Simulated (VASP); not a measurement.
Crystal: InP.

```xyz
2
Lattice="0.0000 2.9145 2.9538 2.9145 0.0000 2.9538 2.9145 2.9145 0.0000" Properties=species:S:1:pos:R:3 pbc="T T T"
In    0.0000    0.0000    0.0000
P     1.4573    1.4573    1.4769
```

This cell differs from its parent crystal: biaxial xy strain -1.3%.

Base run:

```yaml
Program: VASP 6.6.1
Functional: r2SCAN
Potentials_or_basis: VASP PAW PBE potentials, release 64 (In_d, P)
Cutoff: 520 eV
k_mesh: 8 × 8 × 8
Occupations: gaussian, width 0.01 eV
Spin: no spin polarisation
```

Its results: band gap on the k mesh 1.16 eV, direct; pressure 1.8 GPa.

The run is repeated on the same cell with these changes: functional from r2SCAN to PBE; occupations from gaussian, width 0.01 eV to fermi-dirac, width 0.02 eV. What comes out?

Band gap on the k mesh 0.71 eV, direct; pressure 3.5 GPa.

Caveats: spin-orbit coupling is left out, which moves the levels of the heavy elements; the PAW data sets were made with another functional, which shifts forces and pressure a little (some runs).

